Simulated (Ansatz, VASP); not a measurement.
**Two plane-wave programs on Si7Ge**

Contents of INCAR:

```
ALGO = Normal
EDIFF = 1E-7
ENCUT = 520
GGA = PS
ISIF = 2
ISMEAR = 0
LASPH = T
LCHARG = T
LELF = T
LREAL = F
LVHAR = T
LWAVE = F
NBANDS = 31
NELM = 100
PREC = Accurate
SIGMA = 0.03
```

File KPOINTS:

```
k-points
0
Gamma
  8 8 8
```

The input POSCAR:

```
Si7Ge
1.0
    5.5097471666      0.0000000000      0.0000000000
    0.0000000000      5.5097471666      0.0000000000
    0.0000000000      0.0000000000      6.2160967534
Si Ge
7 1
Direct
    0.2525986838      0.2525986838      0.2525986838
    0.0000000000      0.5000000000      0.5000000000
    0.5000000000      0.5000000000      0.0000000000
    0.5000000000      0.0000000000      0.5000000000
    0.7474013162      0.2525986838      0.7474013162
    0.7474013162      0.7474013162      0.2525986838
    0.2525986838      0.7474013162      0.7474013162
    0.0000000000      0.0000000000      0.0000000000
```

Input for Ansatz:

```yaml
crystal:
  lattice:
    - [5.5097471666, 0.0, 0.0]
    - [0.0, 5.5097471666, 0.0]
    - [0.0, 0.0, 6.2160967534]
  atoms:
    - { symbol: Si, position: [0.2525986838, 0.2525986838, 0.2525986838] }
    - { symbol: Si, position: [0.0, 0.5, 0.5] }
    - { symbol: Si, position: [0.5, 0.5, 0.0] }
    - { symbol: Si, position: [0.5, 0.0, 0.5] }
    - { symbol: Si, position: [0.7474013162, 0.2525986838, 0.7474013162] }
    - { symbol: Si, position: [0.7474013162, 0.7474013162, 0.2525986838] }
    - { symbol: Si, position: [0.2525986838, 0.7474013162, 0.7474013162] }
    - { symbol: Ge, position: [0.0, 0.0, 0.0] }
basis:
  ecutwfc: 420
kpoints:
  mp_grid: { grid: [8, 8, 8] }
hamiltonian:
  xc: pbesol
  pseudopotentials: { kind: paw, azcp: { folder: soft_1 } }
scf:
  occupations: { method: gaussian, width: 0.03 }
output:
  forces: true
  stress: true
  eigenvalues: true
```

Alike in both runs: task single point; functional PBEsol; k mesh 8 × 8 × 8; occupations gaussian, width 0.03 eV; no spin polarisation.

|  | VASP | Ansatz |
| --- | --- | --- |
| version | VASP 6.6.1 | Ansatz 0.2.0 |
| potentials or method | VASP PAW PBE potentials, release 64 (Si, Ge_d), cutoff 520 eV | scalar-relativistic, plane waves, PAW |
| valence electrons in the cell | 42 | 42 |

Ansatz gave:

| Property | Result |
| --- | --- |
| gap on the k mesh at the Fermi level (eV) | none |
| pressure (GPa) | -9.7 |
| traceless stress, the component that is largest in VASP (GPa) | -7.98 |
| rms of the force components (eV/Å) | 0.015 |

Problem. Which values does VASP return?

Solution. gap on the k mesh at the Fermi level (eV): none; pressure (GPa): -9.7; traceless stress, the component that is largest in VASP (GPa): -7.98; rms of the force components (eV/Å): 0.012.

VASP's potentials were made for PBE, not for PBEsol, and Ansatz warns of the same on its side. Atom by atom the forces differ by 0.002 eV/Å (rms over components). A gap of «none» marks a metal or a gap that the smearing closes.
